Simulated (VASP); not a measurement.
A run of VASP 6.6.1:

File INCAR:

```
SYSTEM = PbO2
PREC = Accurate
ENCUT = 520
EDIFF = 1E-6
ISMEAR = -1
SIGMA = 0.05
LREAL = .False.
LASPH = .True.
NELM = 80
ALGO = Normal
ISIF = 2
LWAVE = .False.
LCHARG = .False.
GGA = PS
NBANDS = 20
```

KPOINTS

```
Automatic mesh
0
Gamma
  7 7 7
  0 0 0
```

POSCAR

```
PbO2
1.0
    0.0000000000      2.8100716800      2.7019920000
    2.8100716800      0.0000000000      2.7019920000
    2.8100716800      2.8100716800      0.0000000000
Pb O
1 2
Direct
    0.0000000000      0.0000000000      0.0000000000
    0.7500000000      0.7500000000      0.7500000000
    0.2500000000      0.2500000000      0.2500000000
```

Potentials or basis: VASP PAW PBE potentials, release 64 (Pb_d, O).

The run is started by

```console
$ cat potpaw_PBE.64/Pb_d/POTCAR potpaw_PBE.64/O/POTCAR > POTCAR
$ mpirun -np 1 vasp_std > vasp.out
```

Hardware: 1 thread of Intel Xeon 6975P-C, with other jobs on the host.

**Question.** Estimate the wall time of this run.

**Answer.** Run time: 36 s on 1 thread of Intel Xeon 6975P-C (shared host), peak memory 0.18 GiB. Counts: scf iterations 13, k points 40.
